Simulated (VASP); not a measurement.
# CoH4 (P4/mmm) in VASP: single point with PBE

Aim: the single point of CoH4 with PBE.

Everything below comes from runs of VASP 6.6.1. Logs are shortened: lines on timing, memory, paths and dates and some standing lists are left out, and cuts for length are marked.

## (1) The cell of the first run

The structure is tetragonal, space group P4/mmm (No. 123). The conventional cell has a = 3.153 Å, b = 3.153 Å, c = 2.630 Å, α = 90.00°, β = 90.00°, γ = 90.00°. Within 2.1 Å of Co (site symmetry 4/mmm) lie 12 H at 1.58 to 2.05 Å. H (site symmetry mmm) has 2 H at 1.31 Å within 1.8 Å. Within 1.8 Å of H (site symmetry mmm) lie 2 H at 1.31 Å and 2 Co at 1.58 Å.

## (2) Single point, PBE, collinear spin, ferromagnetic start

Contents of INCAR:

```
  ALGO = Normal
  EDIFF = 1E-6
  ENCUT = 600
  GGA = PE
  GGA_COMPAT = False
  ISIF = 2
  ISMEAR = 0
  ISPIN = 2
  LASPH = True
  LCHARG = False
  LMAXMIX = 4
  LORBIT = 11
  LREAL = False
  LWAVE = False
  MAGMOM = 3 0 0 0 0
  NBANDS = 18
  NELM = 200
  PREC = Accurate
  SIGMA = 0.15
```

Contents of KPOINTS:

```
k-points
0
Gamma
  3 3 3
```

Contents of POSCAR:

```
CoH4
1.0
    3.1532346933      0.0000000000      0.0000000000
    0.0000000000      3.1532346933      0.0000000000
    0.0000000000      0.0000000000      2.6298446327
Co H
1 4
Direct
    0.5000000000      0.5000000000      0.0000000000
    0.0000000000      0.5000000000      0.5000000000
    0.5000000000      0.0000000000      0.5000000000
    0.0000000000      0.5000000000      0.0000000000
    0.5000000000      0.0000000000      0.0000000000
```

Potentials or basis: VASP PAW PBE potentials, release 64 (Co, H).

Launch:

```bash
> cat potpaw_PBE.64/Co/POTCAR potpaw_PBE.64/H/POTCAR > POTCAR
> mpirun -np 1 vasp_std > vasp.out
```

OUTCAR:

```text
EDIFF = 1E-6
   ENCUT = 600
   GGA = PE
   ISIF = 2
   ISMEAR = 0
   ISPIN = 2
   LASPH = True
   LORBIT = 11
   LREAL = False
   NELM = 200
   PREC = Accurate

 ion  position               nearest neighbor table
   1  0.500  0.500  0.000-   4 1.58   5 1.58   5 1.58   4 1.58
   2  0.000  0.500  0.500-
   3  0.500  0.000  0.500-
   4  0.000  0.500  0.000-   1 1.58   1 1.58
   5  0.500  0.000  0.000-   1 1.58   1 1.58

  LATTYP: Found a simple tetragonal cell.
 ALAT       =     3.1532346933
 C/A-ratio  =     0.8340148731

  Lattice vectors:

 A1 = (   3.1532346933,   0.0000000000,   0.0000000000)
 A2 = (   0.0000000000,   3.1532346933,   0.0000000000)
 A3 = (   0.0000000000,   0.0000000000,   2.6298446327)

Analysis of symmetry for initial positions (statically):
=====================================================================
 Subroutine PRICEL returns:
 Original cell was already a primitive cell.

 Routine SETGRP: Setting up the symmetry group for a
 simple tetragonal supercell.

 Subroutine GETGRP returns: Found 16 space group operations
 (whereof 16 operations were pure point group operations)
 out of a pool of 16 trial point group operations.

The static configuration has the point symmetry D_4h.

Analysis of symmetry for dynamics (positions and initial velocities):
=====================================================================
 Subroutine PRICEL returns:
 Original cell was already a primitive cell.

 Routine SETGRP: Setting up the symmetry group for a
 simple tetragonal supercell.

 Subroutine GETGRP returns: Found 16 space group operations
 (whereof 16 operations were pure point group operations)
 out of a pool of 16 trial point group operations.

The dynamic configuration has the point symmetry D_4h.

Analysis of structural, dynamic, and magnetic symmetry:
=====================================================================
 Subroutine PRICEL returns:
 Original cell was already a primitive cell.

 Routine SETGRP: Setting up the symmetry group for a
 simple tetragonal supercell.

 Subroutine GETGRP returns: Found 16 space group operations
 (whereof 16 operations were pure point group operations)
 out of a pool of 16 trial point group operations.

The overall configuration has the point symmetry D_4h.

 Subroutine INISYM returns: Found 16 space group operations
 (whereof 16 operations are pure point group operations),
 and found     1 'primitive' translations

----------------------------------------------------------------------------------------

                                     Primitive cell

  volume of cell :      26.1483

  direct lattice vectors                    reciprocal lattice vectors
     3.153234693  0.000000000  0.000000000     0.317134656  0.000000000  0.000000000
     0.000000000  3.153234693  0.000000000     0.000000000  0.317134656  0.000000000
     0.000000000  0.000000000  2.629844633     0.000000000  0.000000000  0.380250600

  length of vectors
     3.153234693  3.153234693  2.629844633     0.317134656  0.317134656  0.380250600

  position of ions in fractional coordinates (direct lattice)
     0.500000000  0.500000000  0.000000000
     0.000000000  0.500000000  0.500000000
     0.500000000  0.000000000  0.500000000
     0.000000000  0.500000000  0.000000000
     0.500000000  0.000000000  0.000000000

  ion indices of the primitive-cell ions
   primitive index   ion index
                 1           1
                 2           2
                 3           3
                 4           4
                 5           5

----------------------------------------------------------------------------------------

 KPOINTS: k-points

Automatic generation of k-mesh.
 Grid dimensions read from file:
 generate k-points for:    3    3    3

 Generating k-lattice:

  Cartesian coordinates                     Fractional coordinates (reciprocal lattice)
     0.105711552  0.000000000  0.000000000     0.333333333  0.000000000  0.000000000
     0.000000000  0.105711552  0.000000000     0.000000000  0.333333333  0.000000000
     0.000000000  0.000000000  0.126750200     0.000000000  0.000000000  0.333333333

  Length of vectors
     0.105711552  0.105711552  0.126750200

  Shift w.r.t. Gamma in fractional coordinates (k-lattice)
     0.000000000  0.000000000  0.000000000

 Subroutine IBZKPT returns following result:
 ===========================================

 Found      6 irreducible k-points:

 Following reciprocal coordinates:
            Coordinates               Weight
  0.000000  0.000000  0.000000      1.000000
  0.333333  0.000000  0.000000      4.000000
  0.333333  0.333333  0.000000      4.000000
  0.000000  0.000000  0.333333      2.000000
  0.333333  0.000000  0.333333      8.000000
  0.333333  0.333333  0.333333      8.000000
   k-points           NKPTS =      6   k-points in BZ     NKDIM =      6   number of bands    NBANDS=     18
   number of dos      NEDOS =    301   number of ions     NIONS =      5
   total plane-waves  NPLWV =  18816
   dimension x,y,z NGX =    28 NGY =   28 NGZ =   24
   dimension x,y,z NGXF=    56 NGYF=   56 NGZF=   48
   ions per type =               1   4
   NGX,Y,Z   is equivalent  to a cutoff of  14.76, 14.76, 15.17 a.u.
   NGXF,Y,Z  is equivalent  to a cutoff of  29.52, 29.52, 30.34 a.u.
 SYSTEM =  unknown system
   PREC   = accura    normal or accurate (medium, high low for compatibility)
   ISTART =      0    job   : 0-new  1-cont  2-samecut
   ICHARG =      2    charge: 1-file 2-atom 10-const
   ISPIN  =      2    spin polarized calculation?
   LNONCOLLINEAR =      F non collinear calculations
   LSORBIT =      F    spin-orbit coupling
   LASPH  =      T    aspherical Exc in radial PAW
   ENCUT  =  600.0 eV  44.10 Ry    6.64 a.u.   6.30  6.30  5.25*2*pi/ulx,y,z
   NELM   =    200;   NELMIN=  2; NELMDL= -5     # of ELM steps
   EDIFF  = 0.1E-05   stopping-criterion for ELM
   LREAL  =      F    real-space projection
   EDIFFG = 0.1E-04   stopping-criterion for IOM
   NSW    =      0    number of steps for IOM
   IBRION =     -1    ionic relax: 0-MD 1-quasi-New 2-CG
   NFREE  =      0    steps in history (QN), initial steepest desc. (CG)
   ISIF   =      2    stress and relaxation
   ISYM   =      2    0-nonsym 1-usesym 2-fastsym
   POTIM  = 0.5000    time-step for ionic-motion
   TEBEG  =    0.0;   TEEND  =   0.0 temperature during run
   PSTRESS=    0.0 pullay stress
   NELECT =      13.0000    total number of electrons
   NUPDOWN=      -1.0000    fix difference up-down
   EMIN   =  10.00;   EMAX   =-10.00  energy-range for DOS
   EFERMI =   0.00;   METHOD = LEGACY
   ISMEAR =     0;   SIGMA  =   0.15  broadening in eV -4-tet -1-fermi 0-gaus
   EFERMI_NEDOS =   21; number of points for ismear=-14 and -15
   IALGO  =     38    algorithm
   IMIX   =      4    mixing-type and parameters
     AMIX     =   0.40;   BMIX     =  1.00
     AMIX_MAG =   1.60;   BMIX_MAG =  1.00
  volume/ion in A,a.u.               =       5.23        35.29
  Fermi-wavevector in a.u.,A,eV,Ry     =   1.296906  2.450796 22.884514  1.681964
  Thomas-Fermi vector in A             =   2.428332
   LORBIT       =     11    0 simple, 1 ext, 2 COOP (PROOUT), +10 PAW based schemes
   GGA     = PE    functional components
   LHFCALC =     F    Hartree Fock is set to
   AEXX    =    0.0000 exact exchange contribution
   IVDW    =     0    specifies the selected vdW correction
   LEPSILON=     F    determine dielectric tensor
   LRPA    =     F    only Hartree local field effects (RPA)
 spin polarized calculation
 Gauss-broadening in eV      SIGMA  =   0.15
  energy-cutoff  :      600.00
  volume of cell :       26.15
 maximum number of plane-waves:       881
 NGX is ok and might be reduce to    28
   NGX = 13   NGY = 13   NGZ = 11

 number of electron      13.0000002 magnetization       0.7715427

 Free energy of the ion-electron system (eV)
  ---------------------------------------------------
  ext. energy  EPLUGINS =         0.00000000
  ---------------------------------------------------
  free energy    TOTEN  =       -18.19365031 eV

  energy without entropy =      -18.18538343  energy(sigma->0) =      -18.18951687

 E-fermi :   4.9149     XC(G=0): -11.0309

 val. band max:        4.8548083773   @ k =   0.3333   0.3333   0.0000
 cond. band min:       5.0804161878   @ k =   0.3333   0.0000   0.0000
 fundamental gap:      0.2256078105
 Fermi energy:         4.9149054575

 spin component 1

 k-point     1 :       0.0000    0.0000    0.0000
  band No.  band energies     occupation
      1      -7.9025      1.00000
      2      -3.2925      1.00000
      3       1.3332      1.00000
      4       3.7764      1.00000
      5       4.0406      1.00000
      6       4.0406      1.00000
[... 10 lines left out ...]
     17      26.7335      0.00000
     18      29.0914      0.00000

 k-point     2 :       0.3333    0.0000    0.0000
  band No.  band energies     occupation
      1      -6.5347      1.00000
      2      -3.7901      1.00000
      3       1.5014      1.00000
      4       3.3755      1.00000
      5       3.7814      1.00000
      6       3.9529      1.00000
[... 10 lines left out ...]
     17      32.2860      0.00000
     18      32.9427      0.00000
[... 64 lines left out ...]
 k-point     6 :       0.3333    0.3333    0.3333
  band No.  band energies     occupation
      1      -3.1423      1.00000
      2      -1.8051      1.00000
      3       1.5022      1.00000
      4       1.7724      1.00000
      5       2.9864      1.00000
      6       3.5817      1.00000
[... 10 lines left out ...]
     17      30.0979      0.00000
     18      31.5498      0.00000
 Fermi energy:         4.9149054575

 spin component 2

 k-point     1 :       0.0000    0.0000    0.0000
  band No.  band energies     occupation
      1      -7.8320      1.00000
      2      -2.8845      1.00000
      3       1.9348      1.00000
      4       4.1630      1.00000
      5       4.5943      0.99875
      6       4.5943      0.99875
[... 10 lines left out ...]
     17      26.7999      0.00000
     18      29.1683      0.00000

 k-point     2 :       0.3333    0.0000    0.0000
  band No.  band energies     occupation
      1      -6.4534      1.00000
      2      -3.5837      1.00000
      3       2.1136      1.00000
      4       3.7407      1.00000
      5       4.3178      1.00000
      6       4.6115      0.99789
[... 10 lines left out ...]
     17      32.3370      0.00000
     18      33.0412      0.00000
[... 64 lines left out ...]
 k-point     6 :       0.3333    0.3333    0.3333
  band No.  band energies     occupation
      1      -3.0563      1.00000
      2      -1.6045      1.00000
      3       1.8322      1.00000
      4       2.3419      1.00000
      5       3.3284      1.00000
      6       4.1694      1.00000
[... 10 lines left out ...]
     17      30.1450      0.00000
     18      31.7035      0.00000

------------------------ aborting loop because EDIFF is reached ----------------------------------------

  FORCE on cell =-STRESS in cart. coord.  units (eV):
  Direction    XX          YY          ZZ          XY          YZ          ZX
  --------------------------------------------------------------------------------------
  -------------------------------------------------------------------------------------
  Total        0.1000533      0.1000533     -0.0933679      0.0000000      0.0000000      0.0000000
  in kB        6.1305462      6.1305462     -5.7209176      0.0000000      0.0000000      0.0000000
  external PRESSURE =       2.1800583 kB  Pullay stress =       0.0000000 kB

 VOLUME and BASIS-vectors are now :
 -----------------------------------------------------------------------------
  energy-cutoff  :      600.00
  volume of cell :       26.15
      direct lattice vectors                 reciprocal lattice vectors
     3.153234693  0.000000000  0.000000000     0.317134656  0.000000000  0.000000000
     0.000000000  3.153234693  0.000000000     0.000000000  0.317134656  0.000000000
     0.000000000  0.000000000  2.629844633     0.000000000  0.000000000  0.380250600

 POSITION                                       TOTAL-FORCE (eV/Angst)
 -----------------------------------------------------------------------------------
      1.57662      1.57662      0.00000         0.000000      0.000000      0.000000
      0.00000      1.57662      1.31492         0.000000      0.000000      0.000000
      1.57662      0.00000      1.31492         0.000000      0.000000      0.000000
      0.00000      1.57662      0.00000         0.000000      0.000000      0.000000
      1.57662      0.00000      0.00000         0.000000      0.000000      0.000000
 -----------------------------------------------------------------------------------
    total drift:                                0.000000      0.000000     -0.000000

  FREE ENERGIE OF THE ION-ELECTRON SYSTEM (eV)
  ---------------------------------------------------
  free  energy   TOTEN  =       -18.1936503117 eV

  energy  without entropy=      -18.1853834345  energy(sigma->0) =      -18.18951687

 total charge

# of ion       s       p       d       tot
------------------------------------------
    1        0.376   0.540   7.582   8.497
    2        0.421   0.026   0.000   0.447
    3        0.421   0.026   0.000   0.447
    4        0.557   0.035   0.000   0.591
    5        0.557   0.035   0.000   0.591
--------------------------------------------------
tot          2.332   0.661   7.582  10.575

 magnetization (x)

# of ion       s       p       d       tot
------------------------------------------
    1        0.003   0.025   0.719   0.747
    2        0.005  -0.000   0.000   0.005
    3        0.005  -0.000   0.000   0.005
    4       -0.003   0.005   0.000   0.002
    5       -0.003   0.005   0.000   0.002
--------------------------------------------------
tot          0.007   0.035   0.719   0.760
```

Run time: 18 s. Hardware: 1 thread of Intel Xeon 8259CL, shared host; peak memory 0.16 GiB.

What came out:

| Item | Value |
| --- | --- |
| Free energy | -18.1937 eV |
| Pressure | 0.2 GPa |
| Net moment | 0.77 μB per cell |
| Site moments | Co +0.75; H +0.01, +0.00 μB |
| Valence electrons inside the program's atomic spheres | Co 8.50; H 0.45, 0.59 |

Levels at points of the mesh, in eV from the Fermi level:
Spin up:
```
           k point  band 3  band 4  band 5  band 6  band 7  band 8  band 9  band 10  band 11  band 12
(0.00, 0.00, 0.00)   -3.58   -1.14   -0.87   -0.87    2.07    5.97    5.97     8.14    11.77    11.87
```
Spin down:
```
           k point  band 3  band 4  band 5  band 6  band 7  band 8  band 9  band 10
(0.00, 0.00, 0.00)   -2.98   -0.75   -0.32   -0.32    3.12    6.05    6.05     8.35
```

Caveat: the k points lie up to 0.80 Å⁻¹ apart.
